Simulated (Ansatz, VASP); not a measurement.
# One calculation of ZnSe, two programs

```
Zn Se
1.0
     4.05375    0.00000    0.00000
     0.00000    5.73287    0.00000
     0.00000    0.00000    4.05375
Zn Se
2 2
Direct
  0.00000 0.00000 0.00000
  0.50000 0.50000 0.50000
  0.00000 0.25000 0.50000
  0.50000 0.75000 0.00000
```

Alike in both runs: task relaxation of the atoms; functional PBE; k mesh 8 × 6 × 8; occupations gaussian, width 0.02 eV; no spin polarisation.

```csv
,VASP,Ansatz
version,VASP 6.6.1,Ansatz 0.2.0
potentials or method,"VASP PAW PBE potentials, release 64 (Zn, Se), cutoff 450 eV","scalar-relativistic, plane waves, PAW"
valence electrons in the cell,36,56
```

```tsv
	VASP	Ansatz	Ansatz less VASP
gap on the k mesh at the Fermi level, each at its own relaxed structure (eV)	1.15	1.15	-0.001
```

VASP's potentials hold 36 valence electrons a cell and Ansatz's 56, so a difference there can come from the potentials and not from the codes. Ansatz's warnings: stress scf threshold loose.

Noted on VASP's run: the relaxation stopped at its first step, so nothing moved.
